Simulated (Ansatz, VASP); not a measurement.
Two plane-wave programs on CdTe

File INCAR:

```
SYSTEM = CdTe
  PREC = Accurate
  ENCUT = 520
  EDIFF = 1E-6
  ISMEAR = 0
  SIGMA = 0.02
  LREAL = .False.
  LASPH = .True.
  NELM = 100
  ALGO = Normal
  ISIF = 2
  LWAVE = .False.
  LCHARG = .False.
  GGA = PE
  NBANDS = 16
```

The input KPOINTS:

```
regular mesh
0
Gamma
  10 10 10
  0 0 0
```

POSCAR

```
CdTe
1.0
    0.0000000000      3.3735793269      3.3735793269
    3.3735793269      0.0000000000      3.3735793269
    3.3735793269      3.3735793269      0.0000000000
Cd Te
1 1
Direct
    0.0000000000      0.0000000000      0.0000000000
    0.2500000000      0.2500000000      0.2500000000
```

Input for Ansatz:

```yaml
crystal:
  lattice:
    - [0.0, 3.3735793184, 3.3735793184]
    - [3.3735793184, 0.0, 3.3735793184]
    - [3.3735793184, 3.3735793184, 0.0]
  atoms:
    - { symbol: Cd, position: [0.0, 0.0, 0.0] }
    - { symbol: Te, position: [0.25, 0.25, 0.25] }
basis:
  ecutwfc: 420
kpoints:
  mp_grid: { grid: [10, 10, 10] }
hamiltonian:
  xc: pbe
scf:
  occupations: { method: gaussian, width: 0.02 }
output:
  forces: true
  stress: true
  eigenvalues: true
```

Alike in both runs: task single point; functional PBE; k mesh 10 × 10 × 10; occupations gaussian, width 0.02 eV; no spin polarisation.

|  | VASP | Ansatz |
| --- | --- | --- |
| version | VASP 6.6.1 | Ansatz 0.2.0 |
| potentials or method | VASP PAW PBE potentials, release 64 (Cd, Te), cutoff 520 eV | scalar-relativistic, plane waves, PAW |
| valence electrons in the cell | 18 | 36 |

Ansatz gave:

* gap on the k mesh at the Fermi level (eV): 0.42
* least direct gap on the mesh (eV): 0.42
* pressure (GPa): -1.8

Problem. Estimate VASP's values.

Solution. gap on the k mesh at the Fermi level (eV): 0.42; least direct gap on the mesh (eV): 0.42; pressure (GPa): -1.7.

With one functional, cell and mesh, what is left measures potentials, basis and numerics. VASP's potentials hold 18 valence electrons a cell and Ansatz's 36, so a difference there can come from the potentials and not from the codes.

Neither program's run includes spin-orbit coupling.
